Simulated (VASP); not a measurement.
# KBr3 (Pm-3m) in VASP: further runs

KBr3 is run at these levels: r2SCAN; tasks: single point.

All numbers are computed with VASP 6.6.1; they aren't measurements. Logs are shortened: lines on timing, memory, paths and dates and some standing lists are left out, and cuts for length are marked.

### Step 1. The cell of the first run

The structure is cubic, space group Pm-3m (No. 221). The conventional cell has a = 4.998 Å, b = 4.998 Å, c = 4.998 Å, α = 90.00°, β = 90.00°, γ = 90.00°. K (site symmetry m-3m) has 12 Br at 3.53 Å within 4.6 Å. Within 4.6 Å of Br (site symmetry 4/mmm) lie 4 K at 3.53 Å and 8 Br at 3.53 Å.

### Step 2. Single point, r2SCAN

Contents of POSCAR:

```
KBr3
1.0
    4.9982885439      0.0000000000      0.0000000000
    0.0000000000      4.9982885439      0.0000000000
    0.0000000000      0.0000000000      4.9982885439
K Br
1 3
Direct
    0.0000000000      0.0000000000      0.0000000000
    0.0000000000      0.5000000000      0.5000000000
    0.5000000000      0.0000000000      0.5000000000
    0.5000000000      0.5000000000      0.0000000000
```

Contents of INCAR.step1:

```
SYSTEM = KBr3
  PREC = Accurate
  ENCUT = 520
  ISMEAR = 0
  SIGMA = 0.1
  LREAL = .False.
  LASPH = .True.
  NELM = 80
  NBANDS = 23
  GGA = PE
  ALGO = Normal
  EDIFF = 1E-4
  LWAVE = .True.
  LCHARG = .False.
```

Contents of INCAR.step2:

```
SYSTEM = KBr3
  PREC = Accurate
  ENCUT = 520
  EDIFF = 1E-6
  ISMEAR = 0
  SIGMA = 0.1
  LREAL = .False.
  LASPH = .True.
  NELM = 80
  ALGO = Normal
  ISIF = 2
  LWAVE = .False.
  LCHARG = .False.
  METAGGA = R2SCAN
  LMIXTAU = .True.
  NBANDS = 23
  ISTART = 1
```

Contents of KPOINTS:

```
regular mesh
0
Gamma
  4 4 4
  0 0 0
```

Potentials or basis: VASP PAW PBE potentials, release 64 (K_sv, Br).

The run is started by

```sh
> cat potpaw_PBE.64/K_sv/POTCAR potpaw_PBE.64/Br/POTCAR > POTCAR
> cp INCAR.step1 INCAR
> mpirun -np 1 vasp_std > vasp.out
> cp INCAR.step2 INCAR
> mpirun -np 1 vasp_std > vasp.out
```

OUTCAR:

```text
SYSTEM = KBr3
   PREC = Accurate
   ENCUT = 520
   EDIFF = 1E-6
   ISMEAR = 0
   LREAL = .False.
   LASPH = .True.
   NELM = 80
   ISIF = 2
   METAGGA = R2SCAN
   ISTART = 1

 ion  position               nearest neighbor table
   1  0.000  0.000  0.000-
   2  0.000  0.500  0.500-
   3  0.500  0.000  0.500-
   4  0.500  0.500  0.000-

  LATTYP: Found a simple cubic cell.
 ALAT       =     4.9982885439

  Lattice vectors:

 A1 = (   4.9982885439,   0.0000000000,   0.0000000000)
 A2 = (   0.0000000000,   4.9982885439,   0.0000000000)
 A3 = (   0.0000000000,   0.0000000000,   4.9982885439)

Analysis of symmetry for initial positions (statically):
=====================================================================
 Subroutine PRICEL returns:
 Original cell was already a primitive cell.

 Routine SETGRP: Setting up the symmetry group for a
 simple cubic supercell.

 Subroutine GETGRP returns: Found 48 space group operations
 (whereof 48 operations were pure point group operations)
 out of a pool of 48 trial point group operations.

The static configuration has the point symmetry O_h .

Analysis of symmetry for dynamics (positions and initial velocities):
=====================================================================
 Subroutine PRICEL returns:
 Original cell was already a primitive cell.

 Routine SETGRP: Setting up the symmetry group for a
 simple cubic supercell.

 Subroutine GETGRP returns: Found 48 space group operations
 (whereof 48 operations were pure point group operations)
 out of a pool of 48 trial point group operations.

The dynamic configuration has the point symmetry O_h .

 Subroutine INISYM returns: Found 48 space group operations
 (whereof 48 operations are pure point group operations),
 and found     1 'primitive' translations

----------------------------------------------------------------------------------------

                                     Primitive cell

  volume of cell :     124.8717

  direct lattice vectors                    reciprocal lattice vectors
     4.998288544  0.000000000  0.000000000     0.200068482  0.000000000  0.000000000
     0.000000000  4.998288544  0.000000000     0.000000000  0.200068482  0.000000000
     0.000000000  0.000000000  4.998288544     0.000000000  0.000000000  0.200068482

  length of vectors
     4.998288544  4.998288544  4.998288544     0.200068482  0.200068482  0.200068482

  position of ions in fractional coordinates (direct lattice)
     0.000000000  0.000000000  0.000000000
     0.000000000  0.500000000  0.500000000
     0.500000000  0.000000000  0.500000000
     0.500000000  0.500000000  0.000000000

  ion indices of the primitive-cell ions
   primitive index   ion index
                 1           1
                 2           2
                 3           3
                 4           4

----------------------------------------------------------------------------------------

 KPOINTS: regular mesh

Automatic generation of k-mesh.
 Grid dimensions read from file:
 generate k-points for:    4    4    4

 Generating k-lattice:

  Cartesian coordinates                     Fractional coordinates (reciprocal lattice)
     0.050017120  0.000000000  0.000000000     0.250000000  0.000000000  0.000000000
     0.000000000  0.050017120  0.000000000     0.000000000  0.250000000  0.000000000
     0.000000000  0.000000000  0.050017120     0.000000000  0.000000000  0.250000000

  Length of vectors
     0.050017120  0.050017120  0.050017120

  Shift w.r.t. Gamma in fractional coordinates (k-lattice)
     0.000000000  0.000000000  0.000000000

 Subroutine IBZKPT returns following result:
 ===========================================

 Found     10 irreducible k-points:

 Following reciprocal coordinates:
            Coordinates               Weight
  0.000000  0.000000  0.000000      1.000000
  0.250000  0.000000  0.000000      6.000000
  0.500000  0.000000  0.000000      3.000000
  0.250000  0.250000  0.000000     12.000000
  0.500000  0.250000  0.000000     12.000000
  0.500000  0.500000  0.000000      3.000000
  0.250000  0.250000  0.250000      8.000000
  0.500000  0.250000  0.250000     12.000000
  0.500000  0.500000  0.250000      6.000000
  0.500000  0.500000  0.500000      1.000000
   k-points           NKPTS =     10   k-points in BZ     NKDIM =     10   number of bands    NBANDS=     23
   number of dos      NEDOS =    301   number of ions     NIONS =      4
   total plane-waves  NPLWV =  64000
   dimension x,y,z NGX =    40 NGY =   40 NGZ =   40
   dimension x,y,z NGXF=    80 NGYF=   80 NGZF=   80
   ions per type =               1   3
   NGX,Y,Z   is equivalent  to a cutoff of  13.30, 13.30, 13.30 a.u.
   NGXF,Y,Z  is equivalent  to a cutoff of  26.61, 26.61, 26.61 a.u.
 SYSTEM =  KBr3
   PREC   = accura    normal or accurate (medium, high low for compatibility)
   ISTART =      1    job   : 0-new  1-cont  2-samecut
   ICHARG =      0    charge: 1-file 2-atom 10-const
   ISPIN  =      1    spin polarized calculation?
   LNONCOLLINEAR =      F non collinear calculations
   LSORBIT =      F    spin-orbit coupling
   LASPH  =      T    aspherical Exc in radial PAW
   ENCUT  =  520.0 eV  38.22 Ry    6.18 a.u.   9.29  9.29  9.29*2*pi/ulx,y,z
   NELM   =     80;   NELMIN=  2; NELMDL=  0     # of ELM steps
   EDIFF  = 0.1E-05   stopping-criterion for ELM
   LREAL  =      F    real-space projection
   EDIFFG = 0.1E-04   stopping-criterion for IOM
   NSW    =      0    number of steps for IOM
   IBRION =     -1    ionic relax: 0-MD 1-quasi-New 2-CG
   NFREE  =      0    steps in history (QN), initial steepest desc. (CG)
   ISIF   =      2    stress and relaxation
   ISYM   =      2    0-nonsym 1-usesym 2-fastsym
   POTIM  = 0.5000    time-step for ionic-motion
   TEBEG  =    0.0;   TEEND  =   0.0 temperature during run
   PSTRESS=    0.0 pullay stress
   NELECT =      30.0000    total number of electrons
   NUPDOWN=      -1.0000    fix difference up-down
   EMIN   =  10.00;   EMAX   =-10.00  energy-range for DOS
   EFERMI =   0.00;   METHOD = LEGACY
   ISMEAR =     0;   SIGMA  =   0.10  broadening in eV -4-tet -1-fermi 0-gaus
   EFERMI_NEDOS =   21; number of points for ismear=-14 and -15
   IALGO  =     38    algorithm
   IMIX   =      4    mixing-type and parameters
     AMIX     =   0.40;   BMIX     =  1.00
     AMIX_MAG =   1.60;   BMIX_MAG =  1.00
  volume/ion in A,a.u.               =      31.22       210.67
  Fermi-wavevector in a.u.,A,eV,Ry     =   1.017718  1.923207 14.092221  1.035749
  Thomas-Fermi vector in A             =   2.151134
   LORBIT       =      0    0 simple, 1 ext, 2 COOP (PROOUT), +10 PAW based schemes
   METAGGA = R2SCAN    functional components
   LHFCALC =     F    Hartree Fock is set to
   AEXX    =    0.0000 exact exchange contribution
   IVDW    =     0    specifies the selected vdW correction
   LEPSILON=     F    determine dielectric tensor
   LRPA    =     F    only Hartree local field effects (RPA)
 non-spin polarized calculation
 Gauss-broadening in eV      SIGMA  =   0.10
  energy-cutoff  :      520.00
  volume of cell :      124.87
 maximum number of plane-waves:      3407
 NGX is ok and might be reduce to    40
   NGX = 19   NGY = 19   NGZ = 19

 number of electron      29.9999988 magnetization

 Free energy of the ion-electron system (eV)
  ---------------------------------------------------
  ext. energy  EPLUGINS =         0.00000000
  ---------------------------------------------------
  free energy    TOTEN  =       -48.29155317 eV

  energy without entropy =      -48.24838760  energy(sigma->0) =      -48.26997039

 E-fermi :  -0.5145     XC(G=0):  -8.6809

 val. band max:       -0.5299831673   @ k =   0.5000   0.2500   0.2500
 cond. band min:      -0.4242574267   @ k =   0.2500   0.2500   0.2500
 fundamental gap:      0.1057257406
 Fermi energy:        -0.5144998469

 k-point     1 :       0.0000    0.0000    0.0000
  band No.  band energies     occupation
      1     -30.1872      2.00000
      2     -15.0626      2.00000
      3     -14.0540      2.00000
      4     -14.0540      2.00000
      5     -12.9107      2.00000
      6     -12.9107      2.00000
[... 15 lines left out ...]
     22       7.4291      0.00000
     23       7.4291      0.00000

 k-point     2 :       0.2500    0.0000    0.0000
  band No.  band energies     occupation
      1     -30.1868      2.00000
      2     -14.9665      2.00000
      3     -14.2119      2.00000
      4     -14.0473      2.00000
      5     -12.9079      2.00000
      6     -12.9079      2.00000
[... 15 lines left out ...]
     22       8.1830      0.00000
     23       8.1830      0.00000

 k-point     3 :       0.5000    0.0000    0.0000
  band No.  band energies     occupation
      1     -30.1865      2.00000
      2     -14.8152      2.00000
      3     -14.4174      2.00000
      4     -14.0405      2.00000
      5     -12.9051      2.00000
      6     -12.9051      2.00000
[... 15 lines left out ...]
     22       9.6201      0.00000
     23       9.8676      0.00000

 k-point     4 :       0.2500    0.2500    0.0000
  band No.  band energies     occupation
      1     -30.1865      2.00000
      2     -14.8683      2.00000
      3     -14.2609      2.00000
      4     -14.1276      2.00000
      5     -12.9052      2.00000
      6     -12.8808      2.00000
[... 15 lines left out ...]
     22       8.5831      0.00000
     23       9.0246      0.00000

 k-point     5 :       0.5000    0.2500    0.0000
  band No.  band energies     occupation
      1     -30.1861      2.00000
      2     -14.7024      2.00000
      3     -14.4313      2.00000
      4     -14.1501      2.00000
      5     -12.9025      2.00000
      6     -12.8837      2.00000
[... 70 lines left out ...]
 k-point     8 :       0.5000    0.2500    0.2500
  band No.  band energies     occupation
      1     -30.1858      2.00000
      2     -14.6125      2.00000
      3     -14.4225      2.00000
      4     -14.2172      2.00000
      5     -12.9187      2.00000
      6     -12.8809      2.00000
[... 15 lines left out ...]
     22       9.5468      0.00000
     23       9.5533      0.00000

 k-point     9 :       0.5000    0.5000    0.2500
  band No.  band energies     occupation
      1     -30.1855      2.00000
      2     -14.4139      2.00000
      3     -14.4139      2.00000
      4     -14.3936      2.00000
      5     -12.9162      2.00000
      6     -12.8966      2.00000
[... 15 lines left out ...]
     22       9.7250      0.00000
     23      10.2228      0.00000

 k-point    10 :       0.5000    0.5000    0.5000
  band No.  band energies     occupation
      1     -30.1852      2.00000
      2     -14.3813      2.00000
      3     -14.3813      2.00000
      4     -14.3813      2.00000
      5     -12.9325      2.00000
      6     -12.9325      2.00000
[... 15 lines left out ...]
     22       9.4356      0.00000
     23      10.9669      0.00000

------------------------ aborting loop because EDIFF is reached ----------------------------------------

  FORCE on cell =-STRESS in cart. coord.  units (eV):
  Direction    XX          YY          ZZ          XY          YZ          ZX
  --------------------------------------------------------------------------------------
  -------------------------------------------------------------------------------------
  Total       -0.8014701     -0.8014701     -0.8014701     -0.0000000     -0.0000000      0.0000000
  in kB      -10.2833343    -10.2833343    -10.2833343     -0.0000000     -0.0000000      0.0000000
  external PRESSURE =     -10.2833343 kB  Pullay stress =       0.0000000 kB

 VOLUME and BASIS-vectors are now :
 -----------------------------------------------------------------------------
  energy-cutoff  :      520.00
  volume of cell :      124.87
      direct lattice vectors                 reciprocal lattice vectors
     4.998288544  0.000000000  0.000000000     0.200068482  0.000000000  0.000000000
     0.000000000  4.998288544  0.000000000     0.000000000  0.200068482  0.000000000
     0.000000000  0.000000000  4.998288544     0.000000000  0.000000000  0.200068482

 POSITION                                       TOTAL-FORCE (eV/Angst)
 -----------------------------------------------------------------------------------
      0.00000      0.00000      0.00000         0.000000      0.000000      0.000000
      0.00000      2.49914      2.49914         0.000000      0.000000      0.000000
      2.49914      0.00000      2.49914         0.000000      0.000000      0.000000
      2.49914      2.49914      0.00000         0.000000      0.000000      0.000000
 -----------------------------------------------------------------------------------
    total drift:                                0.000000      0.000000     -0.000000

  FREE ENERGIE OF THE ION-ELECTRON SYSTEM (eV)
  ---------------------------------------------------
  free  energy   TOTEN  =       -48.2915531734 eV

  energy  without entropy=      -48.2483876014  energy(sigma->0) =      -48.26997039
```

It took 3.5 min on 1 thread of Intel Xeon 8259CL, shared host; peak memory 0.26 GiB.

What came out:

```yaml
Free_energy: -48.2916 eV
Pressure: -1.0 GPa
Band_gap_on_the_k_mesh: zero (bands 15 and 16 overlap by 0.37 eV)
```

Levels at points of the mesh, in eV from the Fermi level:
| k point | band 10 | band 11 | band 12 | band 13 | band 14 | band 15 | band 16 | band 17 | band 18 | band 19 |
| --- | --- | --- | --- | --- | --- | --- | --- | --- | --- | --- |
| (0.00, 0.00, 0.00) | -2.66 | -0.91 | -0.91 | -0.91 | 0.15 | 0.15 | 0.15 | 5.47 | 6.64 | 6.64 |
| (0.50, 0.00, 0.00) | -1.93 | -1.36 | -1.36 | -1.34 | -1.27 | -0.18 | -0.18 | 7.43 | 7.78 | 8.56 |
| (0.50, 0.50, 0.00) | -1.47 | -1.47 | -1.42 | -1.42 | -1.31 | 0.10 | 0.16 | 8.41 | 9.08 | 9.31 |
| (0.50, 0.50, 0.50) | -2.68 | -2.68 | 0.13 | 0.13 | 0.13 | 0.19 | 0.19 | 6.34 | 8.12 | 8.12 |

Caveat: the PAW data sets were made with another functional, which shifts forces and pressure a little.

### Step 3. Single point, r2SCAN

This run uses another cell than the first one, of 29.71 Å³/atom.

Contents of POSCAR:

```
KBr3
1.0
    4.9162624220      0.0000000000      0.0000000000
    0.0000000000      4.9162624220      0.0000000000
    0.0000000000      0.0000000000      4.9162624220
K Br
1 3
Direct
    0.0000000000      0.0000000000      0.0000000000
    0.0000000000      0.5000000000      0.5000000000
    0.5000000000      0.0000000000      0.5000000000
    0.5000000000      0.5000000000      0.0000000000
```

Contents of INCAR.step1:

```
SYSTEM = KBr3
ALGO = Normal
EDIFF = 1E-4
ENCUT = 520
GGA = PE
ISMEAR = 0
LASPH = .True.
LCHARG = .False.
LREAL = .False.
LWAVE = .True.
NBANDS = 23
NELM = 100
PREC = Accurate
SIGMA = 0.1
```

Contents of INCAR.step2:

```
SYSTEM = KBr3
ALGO = Normal
EDIFF = 1E-6
ENCUT = 520
ISIF = 2
ISMEAR = 0
ISTART = 1
LASPH = .True.
LCHARG = .False.
LMIXTAU = .True.
LREAL = .False.
LWAVE = .False.
METAGGA = R2SCAN
NBANDS = 23
NELM = 100
PREC = Accurate
SIGMA = 0.1
```

Contents of KPOINTS:

```
k-points
0
Gamma
  10 10 10
  0 0 0
```

Potentials or basis: VASP PAW PBE potentials, release 64 (K_sv, Br).

The run is started by

```sh
> cat potpaw_PBE.64/K_sv/POTCAR potpaw_PBE.64/Br/POTCAR > POTCAR
> cp INCAR.step1 INCAR
> mpirun -np 1 vasp_std > vasp.out
> cp INCAR.step2 INCAR
> mpirun -np 1 vasp_std > vasp.out
```

Run time: 7.7 min. Hardware: 1 thread of Intel Xeon 8259CL, shared host; peak memory 0.35 GiB.

Results (log left out):

```
Free energy            : -48.2848 eV
Pressure               : 0.0 GPa
Band gap on the k mesh : zero (bands 15 and 16 overlap by 0.40 eV)
```

Levels at points of the mesh, in eV from the Fermi level:
```
           k point  band 11  band 12  band 13  band 14  band 15  band 16  band 17  band 18  band 19  band 20
(0.00, 0.00, 0.00)    -0.98    -0.98    -0.98     0.17     0.17     0.17     5.51     6.54     6.54     7.73
(0.50, 0.00, 0.00)    -1.47    -1.47    -1.47    -1.39    -0.20    -0.20     7.47     7.90     8.61     8.61
(0.50, 0.50, 0.00)    -1.58    -1.55    -1.55    -1.45     0.12     0.16     8.46     9.09     9.35     9.84
(0.50, 0.50, 0.50)    -2.89     0.15     0.15     0.15     0.20     0.20     6.31     8.14     8.14     8.14
```

Caveat: the PAW data sets were made with another functional, which shifts forces and pressure a little.

The gap in the log of VASP goes by the Fermi energy; the results here count the filled bands.